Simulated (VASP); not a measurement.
**KCl: vibrations by perturbation theory with PBEsol**

KCl:

```
K Cl
1.0
     2.97058    2.97058    0.00000
    -2.97058    2.97058    0.00000
     0.00000    2.97058    2.97058
K Cl
1 1
Direct
  0.00000 0.00000 0.00000
  0.50000 0.50000 0.00000
```

- Program: VASP 6.6.1
- Task: vibrations by perturbation theory
- Functional: PBEsol
- Potentials or basis: VASP PAW PBE potentials, release 64 (K_sv, Cl)
- Cutoff: 520 eV
- k mesh: 6 × 6 × 6
- Occupations: gaussian, width 0.01 eV
- Spin: no spin polarisation
- Dipole correction: no
- Further INCAR settings: ALGO = Normal; EDIFF = 1e-08; IBRION = 8; NSW = 1

```yaml
Highest_phonon_frequency_at_Γ_LO-TO_splitting_left_out: 194 cm⁻¹
```

Phonon frequencies in cm⁻¹ (negative: imaginary):
| q point | frequencies |
| --- | --- |
| (0.000, 0.000, 0.000) | 0 0 0 194 194 194 |

Run time: 66 s on 1 thread of Intel(R) Xeon(R) Platinum 8488C (Sapphire Rapids), with other jobs on the host, peak memory 0.23 GiB.

Caveat: the cell stands under pressure or tension, which shifts response properties.
